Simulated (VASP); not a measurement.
# Pb2O (Fd-3m) in VASP: relaxation of cell and atoms with PBE

Aim: the relaxation of cell and atoms of Pb2O with PBE.

Everything below comes from runs of VASP 6.6.1. Logs are shortened: lines on timing, memory, paths and dates and some standing lists are left out, and cuts for length are marked.

## Step 1: The cell of the first run

Symmetry: Fd-3m, No. 227, cubic system. The conventional cell has a = 8.555 Å, b = 8.555 Å, c = 8.555 Å, α = 90.00°, β = 90.00°, γ = 90.00°. Within 4.0 Å of Pb (site symmetry -3m) lie 6 Pb at 3.02 Å and 6 O at 3.55 Å. Within 4.7 Å of O (site symmetry -43m) lie 12 Pb at 3.55 Å and 4 O at 3.70 Å.

## Step 2: Relaxation of cell and atoms, PBE

INCAR reads:

```
SYSTEM = Pb2O
PREC     = Accurate       ! precision mode
ENCUT    = 600            ! plane-wave cutoff, eV
EDIFF    = 1E-7           ! SCF threshold, eV
ISMEAR   = 0              ! smearing method
SIGMA    = 0.1            ! smearing width, eV
LREAL    = .FALSE.        ! projectors in reciprocal space
LASPH    = .TRUE.         ! aspherical terms in the spheres
NELM     = 80             ! most SCF steps
ALGO     = Normal         ! electronic algorithm
ISIF     = 3              ! what is computed and relaxed
LWAVE    = .FALSE.        ! write WAVECAR
LCHARG   = .FALSE.        ! write CHGCAR
GGA      = PE             ! functional
IBRION   = 2              ! ionic algorithm
NSW      = 100            ! ionic steps
EDIFFG   = -0.01          ! ionic threshold
```

KPOINTS reads:

```
regular mesh
0
G
  8 8 8
  0 0 0
```

POSCAR reads:

```
Pb2O
1.0
    0.0000000000      4.2777348830      4.2777348830
    4.2777348830      0.0000000000      4.2777348830
    4.2777348830      4.2777348830      0.0000000000
Pb O
4 2
Direct
    0.6250000000      0.6250000000      0.6250000000
    0.1250000000      0.6250000000      0.6250000000
    0.6250000000      0.6250000000      0.1250000000
    0.6250000000      0.1250000000      0.6250000000
    0.0000000000      0.0000000000      0.0000000000
    0.2500000000      0.2500000000      0.2500000000
```

Potentials or basis: VASP PAW PBE potentials, release 64 (Pb_d, O).

Started as:

```
$ cat potpaw_PBE.64/Pb_d/POTCAR potpaw_PBE.64/O/POTCAR > POTCAR
$ mpirun -np 1 vasp_std > vasp.out
```

OUTCAR:

```text
SYSTEM = Pb2O
   PREC = Accurate
   ENCUT = 600
   EDIFF = 1E-7
   ISMEAR = 0
   LREAL = .FALSE.
   LASPH = .TRUE.
   NELM = 80
   ISIF = 3
   GGA = PE
   IBRION = 2
   NSW = 100
   EDIFFG = -0.01

 ion  position               nearest neighbor table
   1  0.625  0.625  0.625-   2 3.02   3 3.02   4 3.02   3 3.02   4 3.02   2 3.02
   2  0.125  0.625  0.625-   1 3.02   3 3.02   4 3.02   1 3.02   3 3.02   4 3.02
   3  0.625  0.625  0.125-   1 3.02   1 3.02   2 3.02   4 3.02   4 3.02   2 3.02
   4  0.625  0.125  0.625-   1 3.02   3 3.02   1 3.02   2 3.02   3 3.02   2 3.02
   5  0.000  0.000  0.000-
   6  0.250  0.250  0.250-

  LATTYP: Found a face centered cubic cell.
 ALAT       =     8.5554697660

  Lattice vectors:

 A1 = (   0.0000000000,   4.2777348830,   4.2777348830)
 A2 = (   4.2777348830,   0.0000000000,   4.2777348830)
 A3 = (   4.2777348830,   4.2777348830,   0.0000000000)

Analysis of symmetry for initial positions (statically):
=====================================================================
 Subroutine PRICEL returns:
 Original cell was already a primitive cell.

 Routine SETGRP: Setting up the symmetry group for a
 face centered cubic supercell.

 Subroutine GETGRP returns: Found 48 space group operations
 (whereof 24 operations were pure point group operations)
 out of a pool of 48 trial point group operations.

The static configuration has the point symmetry T_d .
 The point group associated with its full space group is O_h .

Analysis of symmetry for dynamics (positions and initial velocities):
=====================================================================
 Subroutine PRICEL returns:
 Original cell was already a primitive cell.

 Routine SETGRP: Setting up the symmetry group for a
 face centered cubic supercell.

 Subroutine GETGRP returns: Found 48 space group operations
 (whereof 24 operations were pure point group operations)
 out of a pool of 48 trial point group operations.

The dynamic configuration has the point symmetry T_d .
 The point group associated with its full space group is O_h .

 Subroutine INISYM returns: Found 48 space group operations
 (whereof 24 operations are pure point group operations),
 and found     1 'primitive' translations

----------------------------------------------------------------------------------------

                                     Primitive cell

  volume of cell :     156.5567

  direct lattice vectors                    reciprocal lattice vectors
     0.000000000  4.277734883  4.277734883    -0.116884289  0.116884289  0.116884289
     4.277734883  0.000000000  4.277734883     0.116884289 -0.116884289  0.116884289
     4.277734883  4.277734883  0.000000000     0.116884289  0.116884289 -0.116884289

  length of vectors
     6.049630688  6.049630688  6.049630688     0.202449527  0.202449527  0.202449527

  position of ions in fractional coordinates (direct lattice)
     0.625000000  0.625000000  0.625000000
     0.125000000  0.625000000  0.625000000
     0.625000000  0.625000000  0.125000000
     0.625000000  0.125000000  0.625000000
     0.000000000  0.000000000  0.000000000
     0.250000000  0.250000000  0.250000000

  ion indices of the primitive-cell ions
   primitive index   ion index
                 1           1
                 2           2
                 3           3
                 4           4
                 5           5
                 6           6

----------------------------------------------------------------------------------------

 KPOINTS: regular mesh

Automatic generation of k-mesh.
 Grid dimensions read from file:
 generate k-points for:    8    8    8

 Generating k-lattice:

  Cartesian coordinates                     Fractional coordinates (reciprocal lattice)
    -0.014610536  0.014610536  0.014610536     0.125000000  0.000000000  0.000000000
     0.014610536 -0.014610536  0.014610536     0.000000000  0.125000000  0.000000000
     0.014610536  0.014610536 -0.014610536     0.000000000  0.000000000  0.125000000

  Length of vectors
     0.025306191  0.025306191  0.025306191

  Shift w.r.t. Gamma in fractional coordinates (k-lattice)
[... 40 lines left out ...]
   NGX,Y,Z   is equivalent  to a cutoff of  13.19, 13.19, 13.19 a.u.
   NGXF,Y,Z  is equivalent  to a cutoff of  26.38, 26.38, 26.38 a.u.
 SYSTEM =  Pb2O
   PREC   = accura    normal or accurate (medium, high low for compatibility)
   ISTART =      0    job   : 0-new  1-cont  2-samecut
   ICHARG =      2    charge: 1-file 2-atom 10-const
   ISPIN  =      1    spin polarized calculation?
   LNONCOLLINEAR =      F non collinear calculations
   LSORBIT =      F    spin-orbit coupling
   LASPH  =      T    aspherical Exc in radial PAW
   ENCUT  =  600.0 eV  44.10 Ry    6.64 a.u.  12.08 12.08 12.08*2*pi/ulx,y,z
   NELM   =     80;   NELMIN=  2; NELMDL= -5     # of ELM steps
   EDIFF  = 0.1E-06   stopping-criterion for ELM
   LREAL  =      F    real-space projection
   EDIFFG = -.1E-01   stopping-criterion for IOM
   NSW    =    100    number of steps for IOM
   IBRION =      2    ionic relax: 0-MD 1-quasi-New 2-CG
   NFREE  =      1    steps in history (QN), initial steepest desc. (CG)
   ISIF   =      3    stress and relaxation
   ISYM   =      2    0-nonsym 1-usesym 2-fastsym
   POTIM  = 0.5000    time-step for ionic-motion
   TEBEG  =    0.0;   TEEND  =   0.0 temperature during run
   PSTRESS=    0.0 pullay stress
   NELECT =      68.0000    total number of electrons
   NUPDOWN=      -1.0000    fix difference up-down
   EMIN   =  10.00;   EMAX   =-10.00  energy-range for DOS
   EFERMI =   0.00;   METHOD = LEGACY
   ISMEAR =     0;   SIGMA  =   0.10  broadening in eV -4-tet -1-fermi 0-gaus
   EFERMI_NEDOS =   21; number of points for ismear=-14 and -15
   IALGO  =     38    algorithm
   IMIX   =      4    mixing-type and parameters
     AMIX     =   0.40;   BMIX     =  1.00
     AMIX_MAG =   1.60;   BMIX_MAG =  1.00
  volume/ion in A,a.u.               =      26.09       176.08
  Fermi-wavevector in a.u.,A,eV,Ry     =   1.239807  2.342895 20.913792  1.537120
  Thomas-Fermi vector in A             =   2.374274
   LORBIT       =      0    0 simple, 1 ext, 2 COOP (PROOUT), +10 PAW based schemes
   GGA     = PE    functional components
   LHFCALC =     F    Hartree Fock is set to
   AEXX    =    0.0000 exact exchange contribution
   IVDW    =     0    specifies the selected vdW correction
   LEPSILON=     F    determine dielectric tensor
   LRPA    =     F    only Hartree local field effects (RPA)
 conjugate gradient relaxation of ions
 non-spin polarized calculation
 Gauss-broadening in eV      SIGMA  =   0.10
  energy-cutoff  :      600.00
  volume of cell :      156.56
 maximum number of plane-waves:      5242
   NGX = 25   NGY = 25   NGZ = 25

--------------------------------------- Ionic step        1  -------------------------------------------

 number of electron      68.0000004 magnetization

 Free energy of the ion-electron system (eV)
  ---------------------------------------------------
  ext. energy  EPLUGINS =         0.00000000
  ---------------------------------------------------
  free energy    TOTEN  =       -19.29207283 eV

  energy without entropy =      -19.26087660  energy(sigma->0) =      -19.27647472

 E-fermi :   4.7156     XC(G=0):  -9.4928

 val. band max:        4.7154452294   @ k =   0.5000   0.1250   0.0000
 cond. band min:       4.7399428150   @ k =   0.5000   0.0000   0.0000
 fundamental gap:      0.0244975856
 Fermi energy:         4.7156172838

 k-point     1 :       0.0000    0.0000    0.0000
  band No.  band energies     occupation
      1     -13.5314      2.00000
      2     -13.2004      2.00000
      3     -13.2004      2.00000
      4     -13.2004      2.00000
      5     -13.1544      2.00000
      6     -13.1544      2.00000
[... 1021 lines left out ...]
     39       7.0750      0.00000
     40       8.3103      0.00000

 [... further k-points ...]
[... 5 lines left out ...]
  --------------------------------------------------------------------------------------
  -------------------------------------------------------------------------------------
  Total        2.9403750      2.9403750      2.9403750      0.0000000      0.0000000      0.0000000
  in kB       30.0913530     30.0913530     30.0913530      0.0000000      0.0000000      0.0000000
  external PRESSURE =      30.0913530 kB  Pullay stress =       0.0000000 kB

 VOLUME and BASIS-vectors are now :
 -----------------------------------------------------------------------------
  energy-cutoff  :      600.00
  volume of cell :      156.56
      direct lattice vectors                 reciprocal lattice vectors
     0.000000000  4.277734883  4.277734883    -0.116884289  0.116884289  0.116884289
     4.277734883  0.000000000  4.277734883     0.116884289 -0.116884289  0.116884289
     4.277734883  4.277734883  0.000000000     0.116884289  0.116884289 -0.116884289

 POSITION                                       TOTAL-FORCE (eV/Angst)
 -----------------------------------------------------------------------------------
      5.34717      5.34717      5.34717         0.000000     -0.000000     -0.000000
      5.34717      3.20830      3.20830         0.000000     -0.000000     -0.000000
      3.20830      3.20830      5.34717         0.000000     -0.000000     -0.000000
      3.20830      5.34717      3.20830         0.000000     -0.000000     -0.000000
      0.00000      0.00000      0.00000         0.000000     -0.000000      0.000000
      2.13887      2.13887      2.13887        -0.000000      0.000000      0.000000
 -----------------------------------------------------------------------------------
    total drift:                                0.000000      0.000000     -0.000000

  FREE ENERGIE OF THE ION-ELECTRON SYSTEM (eV)
  ---------------------------------------------------
  free  energy   TOTEN  =       -19.2920728282 eV

  energy  without entropy=      -19.2608766046  energy(sigma->0) =      -19.27647472

--------------------------------------- Ionic step        2  -------------------------------------------

 number of electron      67.9999988 magnetization

 Free energy of the ion-electron system (eV)
  ---------------------------------------------------
  ext. energy  EPLUGINS =         0.00000000
  ---------------------------------------------------
  free energy    TOTEN  =       -19.39024154 eV

  energy without entropy =      -19.35759797  energy(sigma->0) =      -19.37391975

 E-fermi :   4.0607     XC(G=0):  -9.1666

 val. band max:        4.0580727277   @ k =   0.1250   0.0000   0.0000
 cond. band min:       4.0791661126   @ k =  -0.3750   0.2500   0.1250
 fundamental gap:      0.0210933849
 Fermi energy:         4.0607181512

 k-point     1 :       0.0000    0.0000    0.0000
  band No.  band energies     occupation
      1     -13.9540      2.00000
      2     -13.7007      2.00000
      3     -13.7007      2.00000
      4     -13.7007      2.00000
      5     -13.6749      2.00000
      6     -13.6749      2.00000
[... 1021 lines left out ...]
     39       6.2047      0.00000
     40       7.3673      0.00000

 [... further k-points ...]
[... 5 lines left out ...]
  --------------------------------------------------------------------------------------
  -------------------------------------------------------------------------------------
  Total       -0.0436772     -0.0436772     -0.0436772      0.0000000      0.0000000     -0.0000000
  in kB       -0.4167254     -0.4167254     -0.4167254      0.0000000      0.0000000     -0.0000000
  external PRESSURE =      -0.4167254 kB  Pullay stress =       0.0000000 kB

 VOLUME and BASIS-vectors are now :
 -----------------------------------------------------------------------------
  energy-cutoff  :      600.00
  volume of cell :      167.93
      direct lattice vectors                 reciprocal lattice vectors
     0.000000000  4.378868731  4.378868731    -0.114184743  0.114184743  0.114184743
     4.378868731  0.000000000  4.378868731     0.114184743 -0.114184743  0.114184743
     4.378868731  4.378868731 -0.000000000     0.114184743  0.114184743 -0.114184743

 POSITION                                       TOTAL-FORCE (eV/Angst)
 -----------------------------------------------------------------------------------
      5.47359      5.47359      5.47359        -0.000000      0.000000      0.000000
      5.47359      3.28415      3.28415        -0.000000      0.000000      0.000000
      3.28415      3.28415      5.47359        -0.000000      0.000000      0.000000
      3.28415      5.47359      3.28415        -0.000000      0.000000      0.000000
      4.37887      4.37887     -0.00000        -0.000000     -0.000000     -0.000000
      2.18943      2.18943      2.18943         0.000000      0.000000      0.000000
 -----------------------------------------------------------------------------------
    total drift:                                0.000000      0.000000     -0.000000

  FREE ENERGIE OF THE ION-ELECTRON SYSTEM (eV)
  ---------------------------------------------------
  free  energy   TOTEN  =       -19.3902415382 eV

  energy  without entropy=      -19.3575979678  energy(sigma->0) =      -19.37391975

 reached required accuracy - stopping structural energy minimisation
```

Wall time 4.9 min (1 thread of Intel Xeon 6975P-C (Granite Rapids), shared host); peak memory 0.44 GiB.

What came out:

```
Free energy                           : -19.3902 eV
Relaxed volume                        : 27.99 Å³/atom
Relaxed cell                          : a = 6.193 Å, b = 6.193 Å, c = 6.193 Å, α = 60.00°, β = 60.00°, γ = 60.00°
Space group after relaxing (to 0.1 Å) : Fd-3m (No. 227)
Energy gained by relaxing             : 16.4 meV/atom
Ionic steps                           : 2
Pressure after relaxing               : 0.0 GPa
Band gap on the k mesh                : zero (bands 34 and 35 overlap by 0.29 eV)
```

Step by step:
```csv
step,energy change (eV),largest force (eV/Å),pressure (GPa),volume (Å³)
1,0.0000,0.0000,3.01,156.56
2,-0.0982,0.0000,-0.04,167.93
```

Final structure:
```yaml
crystal:
  lattice:
    - [0.00000, 4.37887, 4.37887]
    - [4.37887, 0.00000, 4.37887]
    - [4.37887, 4.37887, 0.00000]
  atoms:
    - { symbol: Pb, position: [0.62500, 0.62500, 0.62500] }
    - { symbol: Pb, position: [0.12500, 0.62500, 0.62500] }
    - { symbol: Pb, position: [0.62500, 0.62500, 0.12500] }
    - { symbol: Pb, position: [0.62500, 0.12500, 0.62500] }
    - { symbol: O, position: [0.00000, 0.00000, 0.00000] }
    - { symbol: O, position: [0.25000, 0.25000, 0.25000] }
```

Levels at points of the mesh, in eV from the Fermi level:
```tsv
k point	band 31	band 32	band 33	band 34	band 35	band 36	band 37	band 38
(0.00, 0.00, 0.00)	-0.99	-0.99	-0.99	-0.25	-0.25	0.04	0.04	0.04
(0.50, 0.00, 0.00)	-0.78	-0.78	-0.50	0.03	0.03	1.56	2.00	2.16
(0.50, 0.50, 0.00)	-0.58	-0.58	-0.58	-0.58	1.81	1.81	1.88	1.88
```

Caveat: semilocal functionals underestimate gaps, and a narrow one can read as zero; spin-orbit coupling is left out, which moves the levels of the heavy elements.

The gap in the log of VASP goes by the Fermi energy; the results here count the filled bands.